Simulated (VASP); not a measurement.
Wanted: the native input for a VASP 6.6.1 run.

| Property | Result |
| --- | --- |
| Task | single point |
| Functional | PBE |
| Dispersion | D3(BJ) |
| Potentials or basis | VASP PAW PBE potentials, release 64 (O, H, C) |
| Cutoff | 520 eV |
| k mesh | 1 × 1 × 1 |
| Occupations | fermi-dirac, width 0.05 eV |
| Spin | no spin polarisation |
| Dipole correction | no |
| Further INCAR settings | LREAL = Auto; ALGO = Normal; EDIFF = 1e-06; NBANDS = 58 |

The structure of H18CO9 lies in POSCAR:

```
H18CO9
1.0
    6.7017590000      0.0000000000      0.0000000000
    0.0000000000      6.7017590000      0.0000000000
    0.0000000000      0.0000000000      6.7017590000
O H C
9 18 1
Direct
    0.7349413788      0.7616507845      0.0451672464
    0.0286044306      0.1410674421      0.8778292386
   -0.0162793082      0.1832205545      0.3335691421
    0.2631846356      0.7685295756      0.7990439525
    0.4582677473      0.3503557797      0.0512701218
    0.5657022283      0.0796358090      0.7650528764
    0.5842048334      0.3156484738      0.4330504872
    0.5967686991      0.7779151712      0.4964368310
    0.0663407920      0.5971118926      0.4146224894
    0.7176921760      0.8489562218     -0.0758159164
    0.6212249650      0.6732113166      0.0313052140
    0.1101651074      0.0349609707      0.8397496836
    0.1053156343      0.2409964309      0.9423645344
    0.0701457632      0.2981754492      0.3241537035
   -0.0393180358      0.1346064518      0.1982315389
    0.3479981897      0.8239329406      0.7001743871
    0.1451260781      0.7385374496      0.7182890343
    0.4678174790      0.3544293371      0.1970975083
    0.3543696513      0.4585064906      0.0075950209
    0.5292640335      0.1987687113      0.8525821355
    0.7033974215      0.0914386805      0.7593528803
    0.7275552583      0.2932066044      0.4068782539
    0.5614943778      0.2150032551      0.5401268533
    0.6637958781      0.7872858454      0.3622481799
    0.5410818264      0.6400409206      0.4749946992
    0.1506171738      0.7725285257      0.1643598345
    0.0350057351      0.8710399762      0.3902109879
    0.1015405060      0.7486541966      0.3167526615
```

One way to write it, as run:

INCAR

```
SYSTEM = H18CO9
PREC     = Accurate       ! precision mode
ENCUT    = 520            ! plane-wave cutoff, eV
EDIFF    = 1E-6           ! SCF threshold, eV
ISMEAR   = -1             ! smearing method
SIGMA    = 0.05           ! smearing width, eV
LREAL    = Auto         
LASPH    = .TRUE.         ! aspherical terms in the spheres
NELM     = 80             ! most SCF steps
ALGO     = Normal         ! electronic algorithm
ISIF     = 2              ! what is computed and relaxed
LWAVE    = .FALSE.        ! write WAVECAR
LCHARG   = .TRUE.         ! write CHGCAR
GGA      = PE             ! functional
IVDW     = 12             ! dispersion correction
LELF     = .TRUE.         ! ELF
LVHAR    = .TRUE.       
NBANDS   = 58             ! bands
```

KPOINTS

```
regular mesh
0
G
  1 1 1
  0 0 0
```

Potentials or basis: VASP PAW PBE potentials, release 64 (O, H, C).

Launch:

```sh
$ cat potpaw_PBE.64/O/POTCAR potpaw_PBE.64/H/POTCAR potpaw_PBE.64/C/POTCAR > POTCAR
$ mpirun -np 1 vasp_gam > vasp.out
```

It gave:

| Quantity | Value |
| --- | --- |
| Pressure | 0.7 GPa |
| Largest force | 3.674 eV/Å |
| Dispersion energy per atom | -0.034 eV |

Caveat: the k points lie up to 0.94 Å⁻¹ apart.

It took 100 s on 1 thread of Intel Xeon 8259CL (shared host), peak memory 0.32 GiB.
